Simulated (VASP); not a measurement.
# Al in VASP: single point with PBE+D3(BJ)

Aim: the single point of Al with PBE+D3(BJ).

Everything below comes from runs of VASP 6.6.1. Logs are shortened: lines on timing, memory, paths and dates and some standing lists are left out, and cuts for length are marked.

## (1) The cell of the first run

The cell holds a slab with vacuum, 12 atoms: a = 4.781 Å, b = 4.781 Å, c = 28.346 Å, α = 90.00°, β = 90.00°, γ = 120.00°.

## (2) Single point, PBE+D3(BJ)

Input file INCAR:

```
PREC = Accurate
ENCUT = 400
EDIFF = 1E-6
ISMEAR = 1
SIGMA = 0.1
LREAL = F
LASPH = T
NELM = 120
ALGO = Normal
ISIF = 2
LWAVE = F
LCHARG = F
LDIPOL = T
IDIPOL = 3
DIPOL = 0.5 0.5 0.654
GGA = PE
IVDW = 12
NBANDS = 30
GGA_COMPAT = F
NELMDL = -8
```

Input file KPOINTS:

```
regular mesh
0
Gamma
  9 9 1
```

Input file POSCAR:

```
Al
1.0
    4.7812180677      0.0000000000      0.0000000000
   -2.3906090338      4.1406562776      0.0000000000
    0.0000000000      0.0000000000     28.3456648487
Al
12
Direct
    0.4907811217      0.5325366832      0.5367839908
    0.8171279089      0.2000703007      0.5289729684
    0.1312695854      0.8597142769      0.5202935969
    0.8288578002      0.5288071451      0.6109440539
    0.1513113652      0.1887550077      0.6128118520
    0.4856176768      0.8653489219      0.6110880806
    0.1598918838      0.5354419203      0.6952935013
    0.4936039784      0.2013831069      0.6953149807
    0.8252311806      0.8669567086      0.6955978817
    0.4884934286      0.5302481903      0.7797399913
    0.8228451274      0.1975254487      0.7797574230
    0.1560046859      0.8648770600      0.7798690991
```

Potentials or basis: VASP PAW PBE potentials, release 64 (Al).

The run is started by

```
cat potpaw_PBE.64/Al/POTCAR > POTCAR
mpirun -np 1 vasp_std > vasp.out
```

OUTCAR:

```text
PREC = Accurate
   ENCUT = 400
   EDIFF = 1E-6
   ISMEAR = 1
   LREAL = F
   LASPH = T
   NELM = 120
   ISIF = 2
   GGA = PE
   IVDW = 12
   NELMDL = -8
 IVDW          = 12

 ion  position               nearest neighbor table
   1  0.491  0.533  0.537-   6 2.65   4 2.66   3 2.69   5 2.70   2 2.74   2 2.77   2 2.80   3 2.83
                             3 2.88
   2  0.817  0.200  0.529-   3 2.72   1 2.74   3 2.74   1 2.77   4 2.79   1 2.80   6 2.82   3 2.85
                             5 2.88
   3  0.131  0.860  0.520-   1 2.69   2 2.72   2 2.74   1 2.83   2 2.85   1 2.88   4 2.98   5 3.03
                             6 3.07
   4  0.829  0.529  0.611-   1 2.66   6 2.72   5 2.73   5 2.74   6 2.75   2 2.79   5 2.81   6 2.81
                             7 2.86   8 2.87   9 2.90   3 2.98
   5  0.151  0.189  0.613-   1 2.70   6 2.72   4 2.73   4 2.74   6 2.76   6 2.80   4 2.81   9 2.81
                             8 2.84   7 2.85   2 2.88   3 3.03
   6  0.486  0.865  0.611-   1 2.65   4 2.72   5 2.72   4 2.75   5 2.76   5 2.80   4 2.81   2 2.82
                             7 2.86   8 2.87   9 2.89   3 3.07
   7  0.160  0.535  0.695-   9 2.75   8 2.76   9 2.76   8 2.76   8 2.77   9 2.77   5 2.85   6 2.86
                             4 2.86  10 2.87  12 2.87  11 2.89
   8  0.494  0.201  0.695-   9 2.76   7 2.76   9 2.76   7 2.76   7 2.77   9 2.77   5 2.84   6 2.87
                             4 2.87  11 2.87  10 2.87  12 2.89
   9  0.825  0.867  0.696-   7 2.75   8 2.76   8 2.76   7 2.76   8 2.77   7 2.77   5 2.81  11 2.86
                            12 2.87  10 2.88   6 2.89   4 2.90
  10  0.488  0.530  0.780-  12 2.76  11 2.76  11 2.76  12 2.76  11 2.76  12 2.76   7 2.87   8 2.87
                             9 2.88
  11  0.823  0.198  0.780-  10 2.76  12 2.76  12 2.76  10 2.76  10 2.76  12 2.76   9 2.86   8 2.87
                             7 2.89
  12  0.156  0.865  0.780-  10 2.76  11 2.76  11 2.76  10 2.76  11 2.76  10 2.76   9 2.87   7 2.87
                             8 2.89

  LATTYP: Found a hexagonal cell.
 ALAT       =     4.7812180677
 C/A-ratio  =     5.9285446611

  Lattice vectors:

 A1 = (   4.7812180677,   0.0000000000,   0.0000000000)
 A2 = (  -2.3906090338,   4.1406562776,   0.0000000000)
 A3 = (   0.0000000000,   0.0000000000,  28.3456648487)

Analysis of symmetry for initial positions (statically):
=====================================================================
 Subroutine PRICEL returns:
 Original cell was already a primitive cell.

 Routine SETGRP: Setting up the symmetry group for a
 hexagonal supercell.
[... 158 lines left out ...]
     AMIX     =   0.40;   BMIX     =  1.00
     AMIX_MAG =   1.60;   BMIX_MAG =  1.00
  volume/ion in A,a.u.               =      46.76       315.58
  Fermi-wavevector in a.u.,A,eV,Ry     =   0.655356  1.238444  5.843593  0.429492
  Thomas-Fermi vector in A             =   1.726206
   LORBIT       =      0    0 simple, 1 ext, 2 COOP (PROOUT), +10 PAW based schemes
   GGA     = PE    functional components
   LHFCALC =     F    Hartree Fock is set to
   AEXX    =    0.0000 exact exchange contribution
   IVDW    =    12    specifies the selected vdW correction
   LEPSILON=     F    determine dielectric tensor
   LRPA    =     F    only Hartree local field effects (RPA)
 non-spin polarized calculation
 Methfessel and Paxton  Order N= 1 SIGMA  =   0.10
  energy-cutoff  :      400.00
  volume of cell :      561.17
 maximum number of plane-waves:     10251
   NGX = 15   NGY = 15   NGZ = 93

 dipolmoment           0.000000      0.000000      0.007797 electrons x Angstroem

 number of electron      36.0000000 magnetization

 dipolmoment           0.000000      0.000000     -0.003232 electrons x Angstroem

 Free energy of the ion-electron system (eV)
  ---------------------------------------------------
  ext. energy  EPLUGINS =         0.00000000
  ---------------------------------------------------
  free energy    TOTEN  =       -42.50751000 eV

  energy without entropy =      -42.51279458  energy(sigma->0) =      -42.50927153

 E-fermi :   0.1847     XC(G=0):  -4.1592

 val. band max:        0.1781294214   @ k =  -0.1111   0.2222   0.0000
 cond. band min:       0.2116717536   @ k =   0.3333   0.3333   0.0000
 fundamental gap:      0.0335423321
 Fermi energy:         0.1846947382

 k-point     1 :       0.0000    0.0000    0.0000
  band No.  band energies     occupation
      1     -10.9587      2.00000
      2      -9.9296      2.00000
      3      -8.3109      2.00000
      4      -6.2160      2.00000
      5      -3.6830      2.00000
      6      -2.7941      2.00000
[... 781 lines left out ...]
     29       4.2097      0.00000
     30       4.3429      0.00000

 [... further k-points ...]

------------------------ aborting loop because EDIFF is reached ----------------------------------------

 vacuum level on the upper side and lower side of the slab       (xc-potential included)        -0.186        -0.158

 Edisp (eV)   -3.23535

 E8    (eV) :    -1.4985

  FORCE on cell =-STRESS in cart. coord.  units (eV):
  Direction    XX          YY          ZZ          XY          YZ          ZX
  --------------------------------------------------------------------------------------
  -------------------------------------------------------------------------------------
  Total       1.02430     0.98904     0.60463    -0.03039     0.06065    -0.28241
  in kB       2.92443     2.82378     1.72626    -0.08677     0.17316    -0.80630
  external pressure =        2.49 kB  Pullay stress =        0.00 kB

 VOLUME and BASIS-vectors are now :
 -----------------------------------------------------------------------------
  energy-cutoff  :      400.00
  volume of cell :      561.17
      direct lattice vectors                 reciprocal lattice vectors
     4.781218068  0.000000000  0.000000000     0.209151724  0.120753805  0.000000000
    -2.390609034  4.140656278  0.000000000     0.000000000  0.241507610  0.000000000
     0.000000000  0.000000000 28.345664849     0.000000000  0.000000000  0.035278763

 POSITION                                       TOTAL-FORCE (eV/Angst)
 -----------------------------------------------------------------------------------
      1.07344      2.20505     15.21550        -0.357378     -0.123840     -0.852572
      3.42858      0.82842     14.99409        -0.036203     -0.114085     -0.119724
     -1.42761      3.55978     14.74807         0.435625      0.153228      0.325411
      2.69878      2.18961     17.31762         0.027444      0.078351      0.337084
      0.27221      0.78157     17.37056        -0.019634     -0.029159      0.092636
      0.25313      3.58311     17.32170        -0.039391      0.083019      0.326562
     -0.51555      2.21708     19.70856         0.000483     -0.031495      0.025860
      1.87860      0.83386     19.70917        -0.005360     -0.019274      0.022565
      1.87306      3.58977     19.71718        -0.017438     -0.015172     -0.018811
      1.06798      2.19558     22.10225         0.004139      0.017153     -0.066180
      3.46200      0.81788     22.10274        -0.008200      0.007504     -0.045671
     -1.32169      3.58116     22.10591         0.015913     -0.006231     -0.027161
 -----------------------------------------------------------------------------------
    total drift:                                0.000004      0.000007      0.000017

  FREE ENERGIE OF THE ION-ELECTRON SYSTEM (eV)
  ---------------------------------------------------
  free  energy   TOTEN  =       -45.7428592334 eV

  energy  without entropy=      -45.7481438217  energy(sigma->0) =      -45.74462076

 vacuum level on the upper side and lower side of the slab         4.147         4.175
```

stdout:

```text
POSCAR found type information on POSCAR Al
 POSCAR found :  1 types and      12 ions
 scaLAPACK will be used
 LDA part: xc-table for (Slater+PW92), standard interpolation
 POSCAR, INCAR and KPOINTS ok, starting setup
 FFT: planning ... GRIDC
 FFT: planning ... GRID_SOFT
 FFT: planning ... GRID
 WAVECAR not read
 entering main loop
```

Wall time 24 min (1 thread of Oxide Virtual Turin-like, shared host); peak memory 0.61 GiB.

What came out:

* Free energy: -45.7429 eV
* Largest force: 0.933 eV/Å
* Band gap on the k mesh: zero (bands 18 and 19 overlap by 1.59 eV)
* Dispersion energy per atom: -0.270 eV

Forces on the atoms (eV/Å):
```
Al  -0.357 -0.124 -0.853
Al  -0.036 -0.114 -0.120
Al   0.436  0.153  0.325
Al   0.027  0.078  0.337
Al  -0.020 -0.029  0.093
Al  -0.039  0.083  0.327
Al   0.000 -0.031  0.026
Al  -0.005 -0.019  0.023
Al  -0.017 -0.015 -0.019
Al   0.004  0.017 -0.066
Al  -0.008  0.008 -0.046
Al   0.016 -0.006 -0.027
```

The gap in the log of VASP goes by the Fermi energy; the results here count the filled bands.